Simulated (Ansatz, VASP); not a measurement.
NaCl: VASP beside Ansatz

```xyz
2
Lattice="3.5022 0.0000 0.0000 0.0000 3.5022 0.0000 0.0000 0.0000 3.5022" Properties=species:S:1:pos:R:3 pbc="T T T"
Cl    1.7511    1.7511    1.7511
Na    0.0000    0.0000    0.0000
```

Alike in both runs: task single point; functional PBE; k mesh 8 × 8 × 8; occupations gaussian, width 0.028 eV; no spin polarisation.

|  | VASP | Ansatz |
| --- | --- | --- |
| version | VASP 6.6.1 | Ansatz 0.2.0 |
| potentials or method | VASP PAW PBE potentials, release 64 (Cl, Na_pv), cutoff 520 eV | all-electron LAPW, scalar-relativistic |

|  | VASP | Ansatz | Ansatz less VASP |
| --- | --- | --- | --- |
| gap on the k mesh at the Fermi level (eV) | 3.98 | 3.98 | 0.000 |
| least direct gap on the mesh (eV) | 4.47 | 4.47 | 0.000 |
| pressure (GPa) | 0.1 | 0.1 | +0.06 |

Ansatz ran all-electron here, and VASP with PAW potentials.
